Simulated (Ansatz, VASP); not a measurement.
# One calculation of LiF, two programs

The input INCAR:

```
PREC = Accurate ; ENCUT = 520
EDIFF = 1E-6 ; ISMEAR = 0
SIGMA = 0.02 ; LREAL = F
LASPH = T ; NELM = 60
ALGO = Normal ; ISIF = 2
LWAVE = F ; LCHARG = T
GGA = PE ; LELF = T
LVHAR = T ; NBANDS = 12
```

Contents of KPOINTS:

```
regular mesh
0
Gamma
  10 10 10
```

The input POSCAR:

```
LiF
1.0
    0.0000000000      1.9926939527      1.9926939527
    1.9926939527      0.0000000000      1.9926939527
    1.9926939527      1.9926939527      0.0000000000
Li F
1 1
Direct
    0.5000000000      0.5000000000      0.5000000000
    0.0000000000      0.0000000000      0.0000000000
```

Input for Ansatz:

```yaml
crystal:
  lattice:
    - [0.0, 1.9926939527, 1.9926939527]
    - [1.9926939527, 0.0, 1.9926939527]
    - [1.9926939527, 1.9926939527, 0.0]
  atoms:
    - { symbol: Li, position: [0.5, 0.5, 0.5] }
    - { symbol: F, position: [0.0, 0.0, 0.0] }
basis:
  ecutwfc: 420
kpoints:
  mp_grid: { grid: [10, 10, 10] }
hamiltonian:
  xc: pbe
scf:
  occupations: { method: gaussian, width: 0.02 }
output:
  forces: true
  stress: true
  eigenvalues: true
```

Alike in both runs: task single point; functional PBE; k mesh 10 × 10 × 10; occupations gaussian, width 0.02 eV; no spin polarisation.

|  | VASP | Ansatz |
| --- | --- | --- |
| version | VASP 6.6.1 | Ansatz 0.2.0 |
| potentials or method | VASP PAW PBE potentials, release 64 (Li_sv, F), cutoff 520 eV | scalar-relativistic, plane waves, PAW |
| valence electrons in the cell | 10 | 10 |

|  | VASP | Ansatz | Ansatz less VASP |
| --- | --- | --- | --- |
| gap on the k mesh at the Fermi level (eV) | 9.38 | 9.38 | -0.004 |
| least direct gap on the mesh (eV) | 9.38 | 9.38 | -0.004 |

Noted on VASP's run: the cutoff is short for stress, so the pressure is rough.
